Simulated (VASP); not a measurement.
SrSc3Zn:

```
CELL_PARAMETERS angstrom
2.75048 -3.73900 0.00000
2.75048 3.73900 0.00000
0.00000 0.00000 5.61103
ATOMIC_POSITIONS crystal
Sr 0.00000 0.00000 0.00000
Sc 0.00000 0.50000 0.50000
Sc 0.50000 0.00000 0.50000
Sc 0.00000 0.00000 0.50000
Zn 0.50000 0.50000 0.00000
```

The cell was built from a structure type or drawn by symmetry, and may not be a known phase.

| Item | Value |
| --- | --- |
| Program | VASP 6.6.1 |
| Task | relaxation of cell and atoms |
| Functional | PBE |
| Potentials or basis | VASP PAW PBE potentials, release 64 (Sr_sv, Sc_sv, Zn) |
| Cutoff | 600 eV |
| k mesh | 4 × 4 × 4 |
| Occupations | gaussian, width 0.1 eV |
| Spin | no spin polarisation |

At the start: pressure 15.0 GPa; volume 23.08 Å³/atom.

**Question.** Where does the relaxation end?

**Answer.** Over 12 steps the energy falls by 536.1 meV/atom and the volume is 32.05 Å³/atom (+38.9 %); space group Cmmm (No. 65, to 0.1 Å) before and after.

Step by step:
```csv
step,energy change (eV),largest force (eV/Å),pressure (GPa),volume (Å³)
1,0.0000,0.0000,15.02,115.41
2,-2.5219,0.0000,1.37,154.44
3,-2.5355,0.0000,-1.14,172.54
4,-2.5787,0.0000,-0.15,164.44
5,-2.5790,0.0000,-0.03,163.37
6,-2.6057,0.0000,-0.04,163.17
7,-2.6414,0.0000,-0.01,162.58
8,-2.6169,0.0000,0.29,160.74
9,-2.6484,0.0000,0.04,162.12
10,-2.6710,0.0000,-0.12,162.20
11,-2.6791,0.0000,-0.22,162.16
12,-2.6805,0.0000,0.00,160.27
```

Final structure:
```
Sr Sc Zn
1.0
     3.68016   -3.71941    0.00000
     3.68016    3.71941    0.00000
     0.00000    0.00000    5.85458
Sr Sc Zn
1 3 1
Direct
  0.00000 0.00000 0.00000
  0.00000 0.50000 0.50000
  0.50000 0.00000 0.50000
  0.00000 0.00000 0.50000
  0.50000 0.50000 0.00000
```

Caveat: the volume moved by over 15 % at a fixed basis, so the end points are rough.
